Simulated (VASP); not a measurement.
SnO:

```
Sn O
1.0
     3.79860    0.00000    0.00000
     0.00000    3.79860    0.00000
     0.00000    0.00000    4.84080
Sn O
2 2
Direct
  0.50000 0.00000 0.23690
  0.00000 0.50000 0.76310
  0.00000 0.00000 0.00000
  0.50000 0.50000 0.00000
```

Program: VASP 6.6.1. Alike in all runs: task single point; level PBEsol; potentials or basis VASP PAW PBE potentials, release 64 (Sn_d, O); no spin polarisation; cell as given; cutoff (eV) 600; smearing gaussian 0.01 eV.

Problem. Order these runs on this cell by their band gap on the k mesh, lowest first.
A. k mesh 5 × 5 × 4
B. k mesh 4 × 4 × 3
C. k mesh 3 × 3 × 2

Solution. B (0.05 eV), A (0.47 eV), C (1.05 eV).

Caveats: some runs use coarse meshes; spin-orbit coupling is left out, which moves the levels of the heavy elements; semilocal functionals underestimate gaps, and a narrow one can read as zero (at least some runs).

A k mesh can miss the band edges, odd and even meshes differently.
